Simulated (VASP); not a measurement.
Wanted: the native input for a VASP 6.6.1 run.

```yaml
Task: single point
Functional: r2SCAN
Potentials_or_basis: VASP PAW PBE potentials, release 64 (Al, Ga_d, N_h)
Cutoff: 1460 eV
k_mesh: 8 × 8 × 6
Occupations: gaussian, width 0.05 eV
Spin: no spin polarisation
Dipole_correction: no
Further_INCAR_settings: ALGO = Normal; EDIFF = 1e-06; NBANDS = 21
```

AlGaN2:

```
Al Ga N
1.0
     3.14088    0.00000    0.00000
     0.00000    3.14088    0.00000
     0.00000    0.00000    4.35748
Al Ga N
1 1 2
Direct
  0.50000 0.50000 0.50000
  0.00000 0.00000 0.00000
  0.50000 0.00000 0.73826
  0.00000 0.50000 0.26174
```

This cell differs from its parent crystal: strain +0.000 along x and y, -0.015 along z.

These files were run (other wordings do the same):

POSCAR

```
AlGaN2
1.0
    3.1408770487      0.0000000000      0.0000000000
    0.0000000000      3.1408770487      0.0000000000
    0.0000000000      0.0000000000      4.3574803709
Al Ga N
1 1 2
Direct
    0.5000000000      0.5000000000      0.5000000000
    0.0000000000      0.0000000000      0.0000000000
    0.5000000000      0.0000000000      0.7382648100
    0.0000000000      0.5000000000      0.2617351900
```

INCAR.step1

```
SYSTEM = AlGaN2
PREC = Accurate
ENCUT = 1460
ISMEAR = 0
SIGMA = 0.05
LREAL = .FALSE.
LASPH = .TRUE.
NELM = 120
NBANDS = 21
GGA = PE
ALGO = Normal
EDIFF = 1E-5
LWAVE = .TRUE.
LCHARG = .FALSE.
GGA_COMPAT = .FALSE.
```

INCAR.step2

```
SYSTEM = AlGaN2
PREC = Accurate
ENCUT = 1460
EDIFF = 1E-6
ISMEAR = 0
SIGMA = 0.05
LREAL = .FALSE.
LASPH = .TRUE.
NELM = 120
ALGO = Normal
ISIF = 2
LWAVE = .FALSE.
LCHARG = .FALSE.
METAGGA = R2SCAN
LMIXTAU = .TRUE.
NBANDS = 21
ISTART = 1
GGA_COMPAT = .FALSE.
```

KPOINTS

```
regular mesh
0
G
  8 8 6
  0 0 0
```

Potentials or basis: VASP PAW PBE potentials, release 64 (Al, Ga_d, N_h).

Command:

```console
$ cat potpaw_PBE.64/Al/POTCAR potpaw_PBE.64/Ga_d/POTCAR potpaw_PBE.64/N_h/POTCAR > POTCAR
$ cp INCAR.step1 INCAR
$ mpirun -np 1 vasp_std > vasp.out
$ cp INCAR.step2 INCAR
$ mpirun -np 1 vasp_std > vasp.out
```

Results of the run:

```
Pressure               : 3.0 GPa
Largest force          : 0.027 eV/Å
Band gap on the k mesh : 3.49 eV
```

Caveat: the cell differs from its parent crystal (strain +0.000 along x and y, -0.015 along z); the cell stands under pressure; the PAW data sets were made with another functional, which shifts forces and pressure a little.

Run time: 9.1 min on 1 thread of Intel(R) Xeon(R) Platinum 8259CL CPU @ 2.50GHz (Skylake/Cascade Lake) (shared host), peak memory 0.5 GiB.
